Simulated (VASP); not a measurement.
A run of VASP 6.6.1 is set up as follows.

The input INCAR:

```
  PREC = Accurate
  ENCUT = 520
  EDIFF = 1E-7
  ISMEAR = -1
  SIGMA = 0.05
  LREAL = F
  LASPH = T
  NELM = 60
  ALGO = Normal
  ISIF = 2
  LWAVE = F
  LCHARG = F
  GGA = PE
  NBANDS = 11
```

The input KPOINTS:

```
regular mesh
0
Gamma
  18 18 18
```

POSCAR

```
Pd
1.0
    0.0000000000      1.9254510000      1.9449000000
    1.9254510000      0.0000000000      1.9449000000
    1.9254510000      1.9254510000      0.0000000000
Pd
1
Direct
    0.0000000000      0.0000000000      0.0000000000
```

Potentials or basis: VASP PAW PBE potentials, release 64 (Pd).

Launch:

```console
$ cat potpaw_PBE.64/Pd/POTCAR > POTCAR
$ mpirun -np 1 vasp_std > vasp.out
```

Predict the band gap on the k mesh.

zero (band 5 reaches 10.51 eV, above the bottom of band 6 at 8.86 eV).

What does it give for the pressure?

11.7 GPa.

Stress tensor (GPa, compression positive):
```
11.89  0.00  0.00
 0.00 11.89  0.00
 0.00  0.00 11.20
```

Caveat: the cell differs from its parent crystal (equal xx and yy strain of -1 %).
